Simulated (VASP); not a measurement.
**LiH: G0W0 quasiparticle levels with PBE**

LiH:

```
CELL_PARAMETERS angstrom
0.00000 1.99847 1.99847
1.99847 0.00000 1.99847
1.99847 1.99847 0.00000
ATOMIC_POSITIONS crystal
Li 0.00000 0.00000 0.00000
H 0.50000 0.50000 0.50000
```

```yaml
Program: VASP 6.6.1
Task: G0W0 quasiparticle levels
Functional: PBE
Potentials_or_basis: VASP PAW PBE potentials, release 64 (Li_GW, H_GW)
Cutoff: 500 eV
k_mesh: 6 × 6 × 6
Occupations: gaussian, width 0.01 eV
Spin: no spin polarisation
Dipole_correction: no
GW_scheme: G0W0
GW_iterations: 1
Cutoff_of_the_response_function: 140
Frequency_points: 96
Empty_bands: 60
Further_INCAR_settings: ALGO = EVGW0; EDIFF = 1e-08; NBANDS = 61
```

| Item | Value |
| --- | --- |
| Quasiparticle gap | 4.91 eV |
| Least direct quasiparticle gap | 4.91 eV |
| Band gap of the starting levels on the mesh | 2.98 eV |
| Least direct gap of the starting levels on the mesh | 2.98 eV |

It took 46 s on 1 thread of Intel(R) Xeon(R) 6975P-C (Granite Rapids), with other jobs on the host, peak memory 0.27 GiB.

Caveat: the k points lie up to 0.45 Å⁻¹ apart; bands, screening cutoff and mesh are small and nothing is extrapolated, so the quasiparticle values aren't converged.
